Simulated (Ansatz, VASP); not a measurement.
**One calculation of Cu, two programs**

```
Cu
1.0
     2.56782    0.00000    0.00000
    -1.28391    2.22379    0.00000
     0.00000    0.00000    4.19548
Cu
2
Cartesian
  0.0000 1.4825 1.0489
  1.2839 0.7413 3.1466
```

Alike in both runs: functional PBE; k mesh 18 × 18 × 10; occupations fermi-dirac, width 0.05 eV; no spin polarisation.

Ansatz relaxed the structure, and its values are those at the end. VASP's run is a single point on that final structure, the one shown.

|  | VASP | Ansatz |
| --- | --- | --- |
| version | VASP 6.6.1 | Ansatz 0.2.0 |
| potentials or method | VASP PAW PBE potentials, release 64 (Cu) | PAW with Ansatz's default frozen-core files, scalar-relativistic |
| plane-wave cutoff (eV) | 600 | 420 |
| valence electrons in the cell | 22 | 38 |

|  | VASP | Ansatz | Ansatz less VASP |
| --- | --- | --- | --- |
| pressure (GPa) | 0.8 | 0.0 | -0.83 |

The functional is the same, so the differences come from potentials, cutoffs and numerics. VASP's potentials hold 22 valence electrons a cell and Ansatz's 38, so a difference there can come from the potentials and not from the codes.
